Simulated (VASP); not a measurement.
Input of a VASP 6.6.1 run:

Contents of INCAR:

```
SYSTEM = GaN
PREC = Accurate
ENCUT = 520
EDIFF = 1E-6
ISMEAR = -1
SIGMA = 0.5
LREAL = .False.
LASPH = .True.
NELM = 80
ALGO = Normal
ISIF = 2
LWAVE = .False.
LCHARG = .False.
GGA = PE
NBANDS = 16
```

KPOINTS

```
regular mesh
0
Gamma
  8 8 8
  0 0 0
```

Contents of POSCAR:

```
GaN
1.0
    0.0000000000      2.1085153689      2.1085153689
    2.1085153689      0.0000000000      2.1085153689
    2.1085153689      2.1085153689      0.0000000000
Ga N
1 1
Direct
    0.5000000000      0.5000000000      0.5000000000
    0.0000000000      0.0000000000      0.0000000000
```

Potentials or basis: VASP PAW PBE potentials, release 64 (Ga_d, N).

Command:

```console
$ cat potpaw_PBE.64/Ga_d/POTCAR potpaw_PBE.64/N/POTCAR > POTCAR
$ mpirun -np 1 vasp_std > vasp.out
```

Task: What does it give for the pressure?

Result: 11.4 GPa.

Caveat: the cell stands under pressure; so wide a smearing shifts energies and pressures.
